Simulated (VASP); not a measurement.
Input of a VASP 6.6.1 run:

INCAR

```
PREC = Accurate
ENCUT = 520
EDIFF = 1E-6
ISMEAR = 0
SIGMA = 0.1
LREAL = F
LASPH = T
NELM = 60
ALGO = Fast
ISIF = 2
LWAVE = F
LCHARG = F
GGA = PE
NBANDS = 19
```

File KPOINTS:

```
Automatic mesh
0
Gamma
  8 8 8
```

POSCAR

```
Al4Ni
1.0
    4.5124705461      0.0000000000      0.0000000000
    0.0000000000      4.5124705461      0.0000000000
    0.0000000000      0.0000000000      4.5124705461
Al Ni
4 1
Direct
    0.0000000000      0.0000000000      0.0000000000
    0.5000000000      0.5000000000      0.0000000000
    0.5000000000      0.0000000000      0.5000000000
    0.0000000000      0.5000000000      0.5000000000
    0.5000000000      0.5000000000      0.5000000000
```

Potentials or basis: VASP PAW PBE potentials, release 64 (Al, Ni).

Run with:

```console
$ cat potpaw_PBE.64/Al/POTCAR potpaw_PBE.64/Ni/POTCAR > POTCAR
$ mpirun -np 1 vasp_std > vasp.out
```

(1) Estimate the pressure.

(2) What does it give for the band gap on the k mesh?

Answers

(1) -0.2 GPa.

(2) zero (band 11 reaches 7.51 eV, above the bottom of band 12 at 4.93 eV).
